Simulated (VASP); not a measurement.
Write the native input for VASP 6.6.1 that does the following.

| Property | Result |
| --- | --- |
| Task | single point |
| Functional | PBE |
| Potentials or basis | VASP PAW PBE potentials, release 64 (K_sv, F) |
| Cutoff | 520 eV |
| k mesh | 4 × 4 × 4 |
| Occupations | gaussian, width 0.01 eV |
| Spin | no spin polarisation |
| Dipole correction | no |
| Further INCAR settings | ALGO = Normal; EDIFF = 1e-07; NBANDS = 15 |

The structure of KF lies in POSCAR:

```
KF
1.0
    0.0000000000      2.6589605711      2.6589605711
    2.6589605711      0.0000000000      2.6589605711
    2.6589605711      2.6589605711      0.0000000000
K F
1 1
Direct
    0.0000000000      0.0000000000      0.0000000000
    0.5000000000      0.5000000000      0.5000000000
```

These files were run (other wordings do the same):

INCAR

```
ALGO     = Normal         # electronic algorithm
EDIFF    = 1E-7           # SCF threshold, eV
ENCUT    = 520            # plane-wave cutoff, eV
GGA      = PE             # functional
ISIF     = 2              # what is computed and relaxed
ISMEAR   = 0              # smearing method
LASPH    = True           # aspherical terms in the spheres
LCHARG   = True           # write CHGCAR
LELF     = True           # ELF
LREAL    = False          # projectors in reciprocal space
LVHAR    = True         
LWAVE    = False          # write WAVECAR
NBANDS   = 15             # bands
NELM     = 60             # most SCF steps
PREC     = Accurate       # precision mode
SIGMA    = 0.01           # smearing width, eV
```

KPOINTS

```
k-points
0
Gamma
  4 4 4
```

Potentials or basis: VASP PAW PBE potentials, release 64 (K_sv, F).

Run with:

```bash
$ cat potpaw_PBE.64/K_sv/POTCAR potpaw_PBE.64/F/POTCAR > POTCAR
$ mpirun -np 1 vasp_std > vasp.out
```

It gave:

* Pressure: 2.0 GPa
* Band gap on the k mesh: 6.24 eV

Caveat: the k points lie up to 0.51 Å⁻¹ apart.

Run time: 9.8 s on 1 thread of AMD EPYC 7R13, on a shared host, peak memory 0.12 GiB.
